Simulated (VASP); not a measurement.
# BAs2 (I4/mmm) in VASP: relaxation of cell and atoms with PBE

Aim: the relaxation of cell and atoms of BAs2 with PBE.

Program: VASP 6.6.1. These are calculated values, not measurements. Logs are shortened: lines on timing, memory, paths and dates and some standing lists are left out, and cuts for length are marked.

### 1 The cell of the first run

The structure is tetragonal, space group I4/mmm (No. 139). The conventional cell has a = 6.108 Å, b = 6.108 Å, c = 5.694 Å, α = 90.00°, β = 90.00°, γ = 90.00°. B (site symmetry 4mm) has 4 As at 2.01 Å and 1 B at 2.53 Å within 2.7 Å. Within 2.7 Å of As (site symmetry m2m) lie 2 B at 2.01 Å and 2 As at 2.21 Å.

The cell was built from a structure type or drawn by symmetry, and may not be a known phase.

### 2 Relaxation of cell and atoms, PBE

Input file INCAR:

```
PREC     = Accurate       # precision mode
ENCUT    = 600            # plane-wave cutoff, eV
EDIFF    = 1E-7           # SCF threshold, eV
ISMEAR   = 0              # smearing method
SIGMA    = 0.1            # smearing width, eV
LREAL    = F              # projectors in reciprocal space
LASPH    = T              # aspherical terms in the spheres
NELM     = 120            # most SCF steps
ALGO     = Normal         # electronic algorithm
ISIF     = 3              # what is computed and relaxed
LWAVE    = F              # write WAVECAR
LCHARG   = F              # write CHGCAR
GGA      = PE             # functional
IBRION   = 2              # ionic algorithm
NSW      = 90             # ionic steps
EDIFFG   = -0.04          # ionic threshold
GGA_COMPAT= F            
NELMIN   = 4
```

Input file KPOINTS:

```
regular mesh
0
Gamma
  4 4 4
```

Input file POSCAR:

```
BAs2
1.0
   -3.0541129600      3.0541129600      2.8471976600
    3.0541129600     -3.0541129600      2.8471976600
    3.0541129600      3.0541129600     -2.8471976600
B As
2 4
Direct
    0.7776095400      0.7776095400      0.0000000000
    0.2223904600      0.2223904600      0.0000000000
    0.0000000000      0.7445779100      0.7445779100
    0.0000000000      0.2554220900      0.2554220900
    0.7445779100      0.0000000000      0.7445779100
    0.2554220900      0.0000000000      0.2554220900
```

Potentials or basis: VASP PAW PBE potentials, release 64 (B, As_d).

Command:

```
$ cat potpaw_PBE.64/B/POTCAR potpaw_PBE.64/As_d/POTCAR > POTCAR
$ mpirun -np 1 vasp_std > vasp.out
```

OUTCAR:

```text
PREC = Accurate
   ENCUT = 600
   EDIFF = 1E-7
   ISMEAR = 0
   LREAL = F
   LASPH = T
   NELM = 120
   ISIF = 3
   GGA = PE
   IBRION = 2
   NSW = 90
   EDIFFG = -0.04
   NELMIN = 4

 ion  position               nearest neighbor table
   1  0.778  0.778  0.000-   3 2.01   4 2.01   5 2.01   6 2.01
   2  0.222  0.222  0.000-   3 2.01   4 2.01   5 2.01   6 2.01
   3  0.000  0.745  0.745-   1 2.01   2 2.01   6 2.21   5 2.21
   4  0.000  0.255  0.255-   1 2.01   2 2.01   6 2.21   5 2.21
   5  0.745  0.000  0.745-   1 2.01   2 2.01   4 2.21   3 2.21
   6  0.255  0.000  0.255-   1 2.01   2 2.01   4 2.21   3 2.21

  LATTYP: Found a body centered tetragonal cell.
 ALAT       =     6.1082259200
 C/A-ratio  =     0.9322502793

  Lattice vectors:

 A1 = (  -3.0541129600,   3.0541129600,   2.8471976600)
 A2 = (   3.0541129600,  -3.0541129600,   2.8471976600)
 A3 = (   3.0541129600,   3.0541129600,  -2.8471976600)

Analysis of symmetry for initial positions (statically):
=====================================================================
 Subroutine PRICEL returns:
 Original cell was already a primitive cell.

 Routine SETGRP: Setting up the symmetry group for a
 body centered tetragonal supercell.

 Subroutine GETGRP returns: Found 16 space group operations
 (whereof 16 operations were pure point group operations)
 out of a pool of 16 trial point group operations.

The static configuration has the point symmetry D_4h.

Analysis of symmetry for dynamics (positions and initial velocities):
=====================================================================
 Subroutine PRICEL returns:
 Original cell was already a primitive cell.

 Routine SETGRP: Setting up the symmetry group for a
 body centered tetragonal supercell.

 Subroutine GETGRP returns: Found 16 space group operations
 (whereof 16 operations were pure point group operations)
 out of a pool of 16 trial point group operations.

The dynamic configuration has the point symmetry D_4h.

 Subroutine INISYM returns: Found 16 space group operations
 (whereof 16 operations are pure point group operations),
 and found     1 'primitive' translations

----------------------------------------------------------------------------------------

                                     Primitive cell

  volume of cell :     106.2302

  direct lattice vectors                    reciprocal lattice vectors
    -3.054112960  3.054112960  2.847197660     0.000000000  0.163713656  0.175611271
     3.054112960 -3.054112960  2.847197660     0.163713656  0.000000000  0.175611271
     3.054112960  3.054112960 -2.847197660     0.163713656  0.163713656  0.000000000

  length of vectors
     5.173175665  5.173175665  5.173175665     0.240086401  0.240086401  0.231526073

  position of ions in fractional coordinates (direct lattice)
     0.777609540  0.777609540  0.000000000
     0.222390460  0.222390460  0.000000000
     0.000000000  0.744577910  0.744577910
     0.000000000  0.255422090  0.255422090
     0.744577910  0.000000000  0.744577910
     0.255422090  0.000000000  0.255422090

  ion indices of the primitive-cell ions
   primitive index   ion index
                 1           1
                 2           2
                 3           3
                 4           4
                 5           5
                 6           6

----------------------------------------------------------------------------------------

 KPOINTS: regular mesh

Automatic generation of k-mesh.
 Grid dimensions read from file:
 generate k-points for:    4    4    4

 Generating k-lattice:

  Cartesian coordinates                     Fractional coordinates (reciprocal lattice)
     0.000000000  0.040928414  0.043902818     0.250000000  0.000000000 -0.000000000
     0.040928414  0.000000000  0.043902818     0.000000000  0.250000000 -0.000000000
     0.040928414  0.040928414  0.000000000     0.000000000  0.000000000  0.250000000

  Length of vectors
     0.060021600  0.060021600  0.057881518

  Shift w.r.t. Gamma in fractional coordinates (k-lattice)
     0.000000000  0.000000000  0.000000000

 Subroutine IBZKPT returns following result:
 ===========================================

 Found     13 irreducible k-points:

 Following reciprocal coordinates:
            Coordinates               Weight
  0.000000  0.000000  0.000000      1.000000
  0.250000  0.000000  0.000000      8.000000
  0.500000  0.000000  0.000000      4.000000
  0.250000  0.250000  0.000000      8.000000
  0.500000  0.250000 -0.000000     16.000000
 -0.250000  0.250000  0.000000      4.000000
  0.500000  0.500000  0.000000      2.000000
  0.250000  0.250000  0.250000      2.000000
 -0.250000  0.250000  0.250000      4.000000
  0.500000  0.500000  0.250000      4.000000
 -0.250000  0.500000  0.250000      8.000000
 -0.250000 -0.250000  0.250000      2.000000
  0.500000  0.500000  0.500000      1.000000
   k-points           NKPTS =     13   k-points in BZ     NKDIM =     13   number of bands    NBANDS=     39
   number of dos      NEDOS =    301   number of ions     NIONS =      6
   total plane-waves  NPLWV =  74088
   dimension x,y,z NGX =    42 NGY =   42 NGZ =   42
   dimension x,y,z NGXF=    84 NGYF=   84 NGZF=   84
   ions per type =               2   4
   NGX,Y,Z   is equivalent  to a cutoff of  13.50, 13.50, 13.50 a.u.
   NGXF,Y,Z  is equivalent  to a cutoff of  26.99, 26.99, 26.99 a.u.
 SYSTEM =  unknown system
   PREC   = accura    normal or accurate (medium, high low for compatibility)
   ISTART =      0    job   : 0-new  1-cont  2-samecut
   ICHARG =      2    charge: 1-file 2-atom 10-const
   ISPIN  =      1    spin polarized calculation?
   LNONCOLLINEAR =      F non collinear calculations
   LSORBIT =      F    spin-orbit coupling
   LASPH  =      T    aspherical Exc in radial PAW
   ENCUT  =  600.0 eV  44.10 Ry    6.64 a.u.  10.33 10.33 10.33*2*pi/ulx,y,z
   NELM   =    120;   NELMIN=  4; NELMDL= -5     # of ELM steps
   EDIFF  = 0.1E-06   stopping-criterion for ELM
   LREAL  =      F    real-space projection
   EDIFFG = -.4E-01   stopping-criterion for IOM
   NSW    =     90    number of steps for IOM
   IBRION =      2    ionic relax: 0-MD 1-quasi-New 2-CG
   NFREE  =      1    steps in history (QN), initial steepest desc. (CG)
   ISIF   =      3    stress and relaxation
   ISYM   =      2    0-nonsym 1-usesym 2-fastsym
   POTIM  = 0.5000    time-step for ionic-motion
   TEBEG  =    0.0;   TEEND  =   0.0 temperature during run
   PSTRESS=    0.0 pullay stress
   NELECT =      66.0000    total number of electrons
   NUPDOWN=      -1.0000    fix difference up-down
   EMIN   =  10.00;   EMAX   =-10.00  energy-range for DOS
   EFERMI =   0.00;   METHOD = LEGACY
   ISMEAR =     0;   SIGMA  =   0.10  broadening in eV -4-tet -1-fermi 0-gaus
   EFERMI_NEDOS =   21; number of points for ismear=-14 and -15
   IALGO  =     38    algorithm
   IMIX   =      4    mixing-type and parameters
     AMIX     =   0.40;   BMIX     =  1.00
     AMIX_MAG =   1.60;   BMIX_MAG =  1.00
  volume/ion in A,a.u.               =      17.71       119.48
  Fermi-wavevector in a.u.,A,eV,Ry     =   1.396926  2.639808 26.550457  1.951404
  Thomas-Fermi vector in A             =   2.520233
   LORBIT       =      0    0 simple, 1 ext, 2 COOP (PROOUT), +10 PAW based schemes
   GGA     = PE    functional components
   LHFCALC =     F    Hartree Fock is set to
   AEXX    =    0.0000 exact exchange contribution
   IVDW    =     0    specifies the selected vdW correction
   LEPSILON=     F    determine dielectric tensor
   LRPA    =     F    only Hartree local field effects (RPA)
 conjugate gradient relaxation of ions
 non-spin polarized calculation
 Gauss-broadening in eV      SIGMA  =   0.10
  energy-cutoff  :      600.00
  volume of cell :      106.23
 maximum number of plane-waves:      3587
 NGX is ok and might be reduce to    42
   NGX = 21   NGY = 21   NGZ = 21

--------------------------------------- Ionic step        1  -------------------------------------------

 number of electron      65.9999989 magnetization

 Free energy of the ion-electron system (eV)
  ---------------------------------------------------
  ext. energy  EPLUGINS =         0.00000000
  ---------------------------------------------------
  free energy    TOTEN  =       -21.80775595 eV

  energy without entropy =      -21.78086625  energy(sigma->0) =      -21.79431110

------------------------ aborting loop because EDIFF is reached ----------------------------------------

  FORCE on cell =-STRESS in cart. coord.  units (eV):
  Direction    XX          YY          ZZ          XY          YZ          ZX
  --------------------------------------------------------------------------------------
  -------------------------------------------------------------------------------------
  Total       30.4484140     30.4484140      6.6570669      0.0000000     -0.0000000     -0.0000000
  in kB      459.2270455    459.2270455    100.4027718      0.0000000     -0.0000000     -0.0000000
  external PRESSURE =     339.6189543 kB  Pullay stress =       0.0000000 kB
[... 101 lines left out ...]
  FREE ENERGIE OF THE ION-ELECTRON SYSTEM (eV)
  ---------------------------------------------------
  free  energy   TOTEN  =       -22.1261334813 eV

  energy  without entropy=      -22.1085992176  energy(sigma->0) =      -22.11736635

 E-fermi :   2.6135     XC(G=0):  -9.8548

 val. band max:        2.3025858798   @ k =   0.5000   0.5000   0.5000
 cond. band min:       2.6172603796   @ k =  -0.2500   0.2500   0.0000
 fundamental gap:      0.3146744998
 Fermi energy:         2.6135234747

 k-point     1 :       0.0000    0.0000    0.0000
  band No.  band energies     occupation
      1     -33.6220      2.00000
      2     -33.6051      2.00000
      3     -33.5885      2.00000
      4     -33.5885      2.00000
      5     -33.5840      2.00000
      6     -33.5840      2.00000
[... 535 lines left out ...]
     38       4.8353      0.00000
     39       5.9941      0.00000

[... ionic steps 4 to 44 ...]

--------------------------------------- Ionic step       45  -------------------------------------------

 number of electron      66.0000006 magnetization

------------------------ aborting loop because EDIFF is reached ----------------------------------------

  FORCE on cell =-STRESS in cart. coord.  units (eV):
  Direction    XX          YY          ZZ          XY          YZ          ZX
  --------------------------------------------------------------------------------------
  -------------------------------------------------------------------------------------
  Total        0.1831107      0.1831107     -0.1162624      0.0000000      0.0000000     -0.0000000
  in kB        2.5709385      2.5709385     -1.6323654      0.0000000      0.0000000     -0.0000000
  external PRESSURE =       1.1698372 kB  Pullay stress =       0.0000000 kB
[... 65 lines left out ...]
  energy  without entropy=      -29.0280334345  energy(sigma->0) =      -29.03585051

--------------------------------------- Ionic step       47  -------------------------------------------

 number of electron      66.0000004 magnetization

 Free energy of the ion-electron system (eV)
  ---------------------------------------------------
  ext. energy  EPLUGINS =         0.00000000
  ---------------------------------------------------
  free energy    TOTEN  =       -29.04401581 eV

  energy without entropy =      -29.02875384  energy(sigma->0) =      -29.03638482

 E-fermi :   3.1530     XC(G=0): -10.1297

 val. band max:        3.1055624770   @ k =  -0.2500   0.2500   0.0000
 cond. band min:       3.1747276094   @ k =   0.0000   0.0000   0.0000
 fundamental gap:      0.0691651324
 Fermi energy:         3.1529666777

 k-point     1 :       0.0000    0.0000    0.0000
  band No.  band energies     occupation
      1     -33.1531      2.00000
      2     -33.1240      2.00000
      3     -33.1085      2.00000
      4     -33.1085      2.00000
      5     -33.0905      2.00000
      6     -33.0905      2.00000
[... 568 lines left out ...]
  FREE ENERGIE OF THE ION-ELECTRON SYSTEM (eV)
  ---------------------------------------------------
  free  energy   TOTEN  =       -29.0440158083 eV

  energy  without entropy=      -29.0287538408  energy(sigma->0) =      -29.03638482

 reached required accuracy - stopping structural energy minimisation
```

Wall time 45 min (1 thread of Intel Xeon Platinum 8488C (Sapphire Rapids), shared host); peak memory 0.29 GiB.

What came out:

```yaml
Free_energy: -29.0440 eV
Relaxed_volume: 19.04 Å³/atom
Relaxed_cell: a = 5.604 Å, b = 5.604 Å, c = 5.604 Å, α = 98.25°, β = 98.25°, γ = 135.47°
Space_group_after_relaxing_to_0.1_Å: I4/mmm (No. 139)
Pressure_after_relaxing: 0.1 GPa
Largest_force_after_relaxing: 0.022 eV/Å
Band_gap_on_the_k_mesh: zero (bands 33 and 34 overlap by 0.19 eV)
```

Forces on the atoms (eV/Å):
```
B    0.000  0.000  0.022
B    0.000  0.000 -0.022
As   0.015  0.000  0.000
As  -0.015  0.000  0.000
As   0.000  0.015  0.000
As   0.000 -0.015  0.000
```

Final structure:
```
B As
1.0
    -3.66744    3.66744    2.12320
     3.66744   -3.66744    2.12320
     3.66744    3.66744   -2.12320
B As
2 4
Direct
  0.69308 0.69308 0.00000
  0.30691 0.30691 0.00000
  0.00000 0.75207 0.75207
  0.00000 0.24793 0.24793
  0.75207 0.00000 0.75207
  0.24793 0.00000 0.24793
```

Levels at points of the mesh, in eV from the Fermi level:
| k point | band 31 | band 32 | band 33 | band 34 | band 35 | band 36 |
| --- | --- | --- | --- | --- | --- | --- |
| (0.00, 0.00, 0.00) | -2.44 | -2.44 | -0.68 | 0.02 | 0.02 | 2.06 |
| (0.50, 0.00, 0.00) | -2.34 | -2.14 | -0.17 | 0.31 | 1.04 | 1.51 |
| (0.50, 0.50, 0.00) | -2.29 | -1.49 | -0.92 | 1.00 | 1.09 | 2.33 |
| (0.50, 0.50, 0.50) | -1.91 | -1.91 | -0.15 | -0.15 | 0.79 | 1.49 |

Caveat: the k points lie up to 0.43 Å⁻¹ apart in the final cell; semilocal functionals underestimate gaps, so a narrow gap can read as zero.
